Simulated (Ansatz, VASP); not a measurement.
## GaP: VASP beside Ansatz

POSCAR

```
GaP
1.0
    0.0000000000      2.7252500963      2.7252500963
    2.7252500963      0.0000000000      2.7252500963
    2.7252500963      2.7252500963      0.0000000000
Ga P
1 1
Direct
    0.0000000000      0.0000000000      0.0000000000
    0.7500000000      0.7500000000      0.7500000000
```

Contents of INCAR.step1:

```
SYSTEM = GaP
ALGO = Normal ; EDIFF = 1E-5
ENCUT = 520 ; GGA = PE
ISIF = 2 ; ISMEAR = 0
LASPH = .True. ; LCHARG = .False.
LREAL = .False. ; LWAVE = .True.
NBANDS = 16 ; NELM = 60
PREC = Accurate ; SIGMA = 0.05
```

File INCAR.step2:

```
SYSTEM = GaP
AEXX = 0.25 ; ALGO = Normal
EDIFF = 1E-6 ; ENCUT = 520
GGA = PE ; HFSCREEN = 0.4
ISIF = 2 ; ISMEAR = 0
ISTART = 1 ; LASPH = .True.
LCHARG = .False. ; LHFCALC = .True.
LREAL = .False. ; LWAVE = .False.
NBANDS = 16 ; NELM = 60
PREC = Accurate ; PRECFOCK = Normal
SIGMA = 0.05
```

File KPOINTS:

```
k-points
0
Gamma
  4 4 4
  0 0 0
```

Input for Ansatz:

```yaml
crystal:
  lattice:
    - [0.0, 2.7252500963, 2.7252500963]
    - [2.7252500963, 0.0, 2.7252500963]
    - [2.7252500963, 2.7252500963, 0.0]
  atoms:
    - { symbol: Ga, position: [0.0, 0.0, 0.0] }
    - { symbol: P, position: [0.75, 0.75, 0.75] }
basis:
  ecutwfc: 420
  ecutrho_ratio: 4
kpoints:
  mp_grid: { grid: [4, 4, 4] }
hamiltonian:
  xc: { preset: hse06, exx: { coeff: 0.25, omega: 0.4 } }
scf:
  occupations: { method: gaussian, width: 0.05 }
  n_extra_bands: 9
output:
  forces: true
  stress: true
  eigenvalues: true
  populations: true
  dos: { projected: true, de: 0.02 }
```

Alike in both runs: task single point; functional PBE-based screened hybrid with a share of 0.25 of exact exchange and HFSCREEN = 0.4; k mesh 4 × 4 × 4; occupations gaussian, width 0.05 eV; no spin polarisation.

|  | VASP | Ansatz |
| --- | --- | --- |
| version | VASP 6.6.1 | Ansatz 0.2.0 |
| potentials or method | VASP PAW PBE potentials, release 64 (Ga_d, P), cutoff 520 eV | scalar-relativistic, plane waves, PAW |
| valence electrons in the cell | 18 | 18 |

```tsv
	VASP	Ansatz	Ansatz less VASP
gap on the k mesh at the Fermi level (eV)	2.00	2.00	-0.002
least direct gap on the mesh (eV)	2.47	2.48	+0.007
pressure (GPa)	1.6	1.7	+0.13
```

VASP's potentials were made for PBE, not for PBE-based screened hybrid. With one functional, cell and mesh, what is left measures potentials, basis and numerics. Ansatz's warnings: stress exchange threshold loose, stress scf threshold loose.

The k mesh is coarse, so the values compare programs but aren't converged.
